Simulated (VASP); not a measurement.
# VGe (zincblende type) (F-43m) in VASP: further runs

VGe (zincblende type) is run at these levels: PBE; tasks: single point.

Everything below comes from runs of VASP 6.6.1. Logs are shortened: lines on timing, memory, paths and dates and some standing lists are left out, and cuts for length are marked.

### 1 The cell of the first run

The structure is cubic, space group F-43m (No. 216). The conventional cell has a = 4.455 Å, b = 4.455 Å, c = 4.455 Å, α = 90.00°, β = 90.00°, γ = 90.00°. Within 2.6 Å of V (site symmetry -43m) lie 4 Ge at 1.93 Å. Within 2.6 Å of Ge (site symmetry -43m) lie 4 V at 1.93 Å.

### 2 Single point, PBE (11.06 Å³/atom)

The input, INCAR:

```
SYSTEM = VGe
  ALGO = Normal
  EDIFF = 1E-7
  ENCUT = 520
  GGA = PE
  ISIF = 2
  ISMEAR = -1
  LASPH = .TRUE.
  LCHARG = .FALSE.
  LREAL = .FALSE.
  LWAVE = .FALSE.
  NBANDS = 20
  NELM = 60
  PREC = Accurate
  SIGMA = 0.05
```

The input, KPOINTS:

```
k-points
0
G
  13 13 13
  0 0 0
```

The input, POSCAR:

```
VGe
1.0
    0.0000000000      2.2277440836      2.2277440836
    2.2277440836      0.0000000000      2.2277440836
    2.2277440836      2.2277440836      0.0000000000
V Ge
1 1
Direct
    0.0000000000      0.0000000000      0.0000000000
    0.2500000000      0.2500000000      0.2500000000
```

Potentials or basis: VASP PAW PBE potentials, release 64 (V_sv, Ge_d).

Started as:

```sh
$ cat potpaw_PBE.64/V_sv/POTCAR potpaw_PBE.64/Ge_d/POTCAR > POTCAR
$ mpirun -np 1 vasp_std > vasp.out
```

OUTCAR:

```text
SYSTEM = VGe
   EDIFF = 1E-7
   ENCUT = 520
   GGA = PE
   ISIF = 2
   ISMEAR = -1
   LASPH = .TRUE.
   LREAL = .FALSE.
   NELM = 60
   PREC = Accurate

 ion  position               nearest neighbor table
   1  0.000  0.000  0.000-   2 1.93   2 1.93   2 1.93   2 1.93
   2  0.250  0.250  0.250-   1 1.93   1 1.93   1 1.93   1 1.93

  LATTYP: Found a face centered cubic cell.
 ALAT       =     4.4554881672

  Lattice vectors:

 A1 = (   0.0000000000,   2.2277440836,   2.2277440836)
 A2 = (   2.2277440836,   0.0000000000,   2.2277440836)
 A3 = (   2.2277440836,   2.2277440836,   0.0000000000)

Analysis of symmetry for initial positions (statically):
=====================================================================
 Subroutine PRICEL returns:
 Original cell was already a primitive cell.

 Routine SETGRP: Setting up the symmetry group for a
 face centered cubic supercell.

 Subroutine GETGRP returns: Found 24 space group operations
 (whereof 24 operations were pure point group operations)
 out of a pool of 48 trial point group operations.

The static configuration has the point symmetry T_d .

Analysis of symmetry for dynamics (positions and initial velocities):
=====================================================================
 Subroutine PRICEL returns:
 Original cell was already a primitive cell.

 Routine SETGRP: Setting up the symmetry group for a
 face centered cubic supercell.

 Subroutine GETGRP returns: Found 24 space group operations
 (whereof 24 operations were pure point group operations)
 out of a pool of 48 trial point group operations.

The dynamic configuration has the point symmetry T_d .

 Subroutine INISYM returns: Found 24 space group operations
 (whereof 24 operations are pure point group operations),
 and found     1 'primitive' translations

----------------------------------------------------------------------------------------

                                     Primitive cell

  volume of cell :      22.1119

  direct lattice vectors                    reciprocal lattice vectors
     0.000000000  2.227744084  2.227744084    -0.224442297  0.224442297  0.224442297
     2.227744084  0.000000000  2.227744084     0.224442297 -0.224442297  0.224442297
     2.227744084  2.227744084  0.000000000     0.224442297  0.224442297 -0.224442297

  length of vectors
     3.150505897  3.150505897  3.150505897     0.388745462  0.388745462  0.388745462

[... 74 lines left out ...]
   ISPIN  =      1    spin polarized calculation?
   LNONCOLLINEAR =      F non collinear calculations
   LSORBIT =      F    spin-orbit coupling
   LASPH  =      T    aspherical Exc in radial PAW
   ENCUT  =  520.0 eV  38.22 Ry    6.18 a.u.   5.86  5.86  5.86*2*pi/ulx,y,z
   NELM   =     60;   NELMIN=  2; NELMDL= -5     # of ELM steps
   EDIFF  = 0.1E-06   stopping-criterion for ELM
   LREAL  =      F    real-space projection
   EDIFFG = 0.1E-05   stopping-criterion for IOM
   NSW    =      0    number of steps for IOM
   IBRION =     -1    ionic relax: 0-MD 1-quasi-New 2-CG
   NFREE  =      0    steps in history (QN), initial steepest desc. (CG)
   ISIF   =      2    stress and relaxation
   ISYM   =      2    0-nonsym 1-usesym 2-fastsym
   POTIM  = 0.5000    time-step for ionic-motion
   TEBEG  =    0.0;   TEEND  =   0.0 temperature during run
   PSTRESS=    0.0 pullay stress
   NELECT =      27.0000    total number of electrons
   NUPDOWN=      -1.0000    fix difference up-down
   EMIN   =  10.00;   EMAX   =-10.00  energy-range for DOS
   EFERMI =   0.00;   METHOD = LEGACY
   ISMEAR =    -1;   SIGMA  =   0.05  broadening in eV -4-tet -1-fermi 0-gaus
   EFERMI_NEDOS =   21; number of points for ismear=-14 and -15
   IALGO  =     38    algorithm
   IMIX   =      4    mixing-type and parameters
     AMIX     =   0.40;   BMIX     =  1.00
     AMIX_MAG =   1.60;   BMIX_MAG =  1.00
  volume/ion in A,a.u.               =      11.06        74.61
  Fermi-wavevector in a.u.,A,eV,Ry     =   1.749796  3.306635 41.658135  3.061787
  Thomas-Fermi vector in A             =   2.820640
   LORBIT       =      0    0 simple, 1 ext, 2 COOP (PROOUT), +10 PAW based schemes
   GGA     = PE    functional components
   LHFCALC =     F    Hartree Fock is set to
   AEXX    =    0.0000 exact exchange contribution
   IVDW    =     0    specifies the selected vdW correction
   LEPSILON=     F    determine dielectric tensor
   LRPA    =     F    only Hartree local field effects (RPA)
 non-spin polarized calculation
  energy-cutoff  :      520.00
  volume of cell :       22.11
 maximum number of plane-waves:       609
   NGX = 11   NGY = 11   NGZ = 11

 number of electron      27.0000004 magnetization

 Free energy of the ion-electron system (eV)
  ---------------------------------------------------
  ext. energy  EPLUGINS =         0.00000000
  ---------------------------------------------------
  free energy    TOTEN  =        -3.63300586 eV

  energy without entropy =       -3.61329463  energy(sigma->0) =       -3.62315025

 E-fermi :  12.4609     XC(G=0): -13.8112

 val. band max:       12.4522534162   @ k =   0.3077   0.0769   0.0000
 cond. band min:      12.4642911711   @ k =   0.1538   0.0769   0.0000
 fundamental gap:      0.0120377550
 Fermi energy:        12.4608927089

 k-point     1 :       0.0000    0.0000    0.0000
  band No.  band energies     occupation
      1     -51.1343      2.00000
      2     -25.3033      2.00000
      3     -25.3033      2.00000
      4     -25.3033      2.00000
      5     -12.4238      2.00000
      6     -12.4238      2.00000
[... 541 lines left out ...]
     19      22.5353      0.00000
     20      27.9652      0.00000

 [... further k-points ...]

------------------------ aborting loop because EDIFF is reached ----------------------------------------

  FORCE on cell =-STRESS in cart. coord.  units (eV):
  Direction    XX          YY          ZZ          XY          YZ          ZX
  --------------------------------------------------------------------------------------
  -------------------------------------------------------------------------------------
  Total       28.4484286     28.4484286     28.4484286      0.0000000      0.0000000     -0.0000000
  in kB     2061.3083934   2061.3083934   2061.3083934      0.0000000      0.0000000     -0.0000000
  external PRESSURE =    2061.3083934 kB  Pullay stress =       0.0000000 kB

 VOLUME and BASIS-vectors are now :
 -----------------------------------------------------------------------------
  energy-cutoff  :      520.00
  volume of cell :       22.11
      direct lattice vectors                 reciprocal lattice vectors
     0.000000000  2.227744084  2.227744084    -0.224442297  0.224442297  0.224442297
     2.227744084  0.000000000  2.227744084     0.224442297 -0.224442297  0.224442297
     2.227744084  2.227744084  0.000000000     0.224442297  0.224442297 -0.224442297

 POSITION                                       TOTAL-FORCE (eV/Angst)
 -----------------------------------------------------------------------------------
      0.00000      0.00000      0.00000         0.000000      0.000000      0.000000
      1.11387      1.11387      1.11387        -0.000000     -0.000000     -0.000000
 -----------------------------------------------------------------------------------
    total drift:                               -0.000000     -0.000000      0.000002

  FREE ENERGIE OF THE ION-ELECTRON SYSTEM (eV)
  ---------------------------------------------------
  free  energy   TOTEN  =        -3.6330058621 eV

  energy  without entropy=       -3.6132946288  energy(sigma->0) =       -3.62315025
```

stdout:

```text
POSCAR found type information on POSCAR V Ge
 POSCAR found :  2 types and       2 ions
 scaLAPACK will be used
 LDA part: xc-table for (Slater+PW92), standard interpolation
 POSCAR, INCAR and KPOINTS ok, starting setup
 FFT: planning ... GRIDC
 FFT: planning ... GRID_SOFT
 FFT: planning ... GRID
 WAVECAR not read
 entering main loop
```

Wall time 34 s (1 thread of Intel Xeon Platinum 8488C (Sapphire Rapids), shared host); peak memory 0.16 GiB.

What came out:

| Quantity | Value |
| --- | --- |
| Free energy | -3.6330 eV |
| Pressure | 206.1 GPa |
| Band gap on the k mesh | zero (an odd number of electrons rules out a gap without spin polarisation) |

Caveat: the cell stands under pressure.

### 3 Single point, PBE (13.27 Å³/atom)

This run uses another cell than the first one, of 13.27 Å³/atom.

The input, INCAR:

```
ALGO = Normal
EDIFF = 1E-7
ENCUT = 520
GGA = PE
ISIF = 2
ISMEAR = -1
LASPH = True
LCHARG = False
LREAL = False
LWAVE = False
NBANDS = 20
NELM = 80
PREC = Accurate
SIGMA = 0.05
```

The input, KPOINTS:

```
k-points
0
Gamma
  13 13 13
```

The input, POSCAR:

```
VGe
1.0
    0.0000000000      2.3673313404      2.3673313404
    2.3673313404      0.0000000000      2.3673313404
    2.3673313404      2.3673313404      0.0000000000
V Ge
1 1
Direct
    0.0000000000      0.0000000000      0.0000000000
    0.2500000000      0.2500000000      0.2500000000
```

Potentials or basis: VASP PAW PBE potentials, release 64 (V_sv, Ge_d).

Started as:

```sh
$ cat potpaw_PBE.64/V_sv/POTCAR potpaw_PBE.64/Ge_d/POTCAR > POTCAR
$ mpirun -np 1 vasp_std > vasp.out
```

It took 77 s on 1 thread of Intel Xeon Platinum 8488C (Sapphire Rapids), shared host; peak memory 0.19 GiB.

It converged, with:

* Free energy: -7.7895 eV
* Pressure: 106.5 GPa
* Band gap on the k mesh: zero (an odd number of electrons rules out a gap without spin polarisation)

Levels at points of the mesh, in eV from the Fermi level:
```csv
k point,band 9,band 10,band 11,band 12,band 13,band 14,band 15,band 16,band 17,band 18
"(0.00, 0.00, 0.00)",-24.07,-11.76,-2.53,-2.53,-2.53,0.42,0.42,9.15,10.03,10.03
```

Caveat: the cell stands under pressure.

### 4 Single point, PBE (15.48 Å³/atom)

This run uses another cell than the first one, of 15.48 Å³/atom.

The input, INCAR:

```
ALGO     = Normal         # electronic algorithm
EDIFF    = 1E-6           # SCF threshold, eV
ENCUT    = 520            # plane-wave cutoff, eV
GGA      = PE             # functional
ISIF     = 2              # what is computed and relaxed
ISMEAR   = -1             # smearing method
LASPH    = T              # aspherical terms in the spheres
LCHARG   = T              # write CHGCAR
LELF     = T              # ELF
LREAL    = F              # projectors in reciprocal space
LVHAR    = T            
LWAVE    = F              # write WAVECAR
NBANDS   = 20             # bands
NELM     = 60             # most SCF steps
PREC     = Accurate       # precision mode
SIGMA    = 0.05           # smearing width, eV
```

KPOINTS is that of step 3.

The input, POSCAR:

```
VGe
1.0
    0.0000000000      2.4921526721      2.4921526721
    2.4921526721      0.0000000000      2.4921526721
    2.4921526721      2.4921526721      0.0000000000
V Ge
1 1
Direct
    0.0000000000      0.0000000000      0.0000000000
    0.2500000000      0.2500000000      0.2500000000
```

Started as:

```sh
$ cat potpaw_PBE.64/V_sv/POTCAR potpaw_PBE.64/Ge_d/POTCAR > POTCAR
$ mpirun -np 1 vasp_std > vasp.out
```

Run time: 77 s. Hardware: 1 thread of Intel Xeon Platinum 8488C (Sapphire Rapids), shared host; peak memory 0.19 GiB.

Results (log left out):

* Free energy: -9.9489 eV
* Pressure: 55.1 GPa
* Band gap on the k mesh: zero (an odd number of electrons rules out a gap without spin polarisation)

Levels at points of the mesh, in eV from the Fermi level:
```
           k point  band 11  band 12  band 13  band 14  band 15  band 16
(0.00, 0.00, 0.00)    -2.21    -2.21    -2.21     0.38     0.38     7.93
```

Caveat: the cell stands under pressure.

### 5 Summary

```tsv
cell	gap on the mesh (eV)	pressure (GPa)
a = 3.151 Å, angles 60.0°, 2 atoms	none	206.1
a = 3.348 Å, angles 60.0°, 2 atoms	none	106.5
a = 3.524 Å, angles 60.0°, 2 atoms	none	55.1
```

Alike in all rows: task single point; level PBE; potentials or basis VASP PAW PBE potentials, release 64 (V_sv, Ge_d); no spin polarisation; k mesh 13 × 13 × 13; cutoff (eV) 520; smearing fermi-dirac 0.05 eV.

Caveats: the cell stands under pressure.

Absolute energies hang on the potentials; compare differences alone.
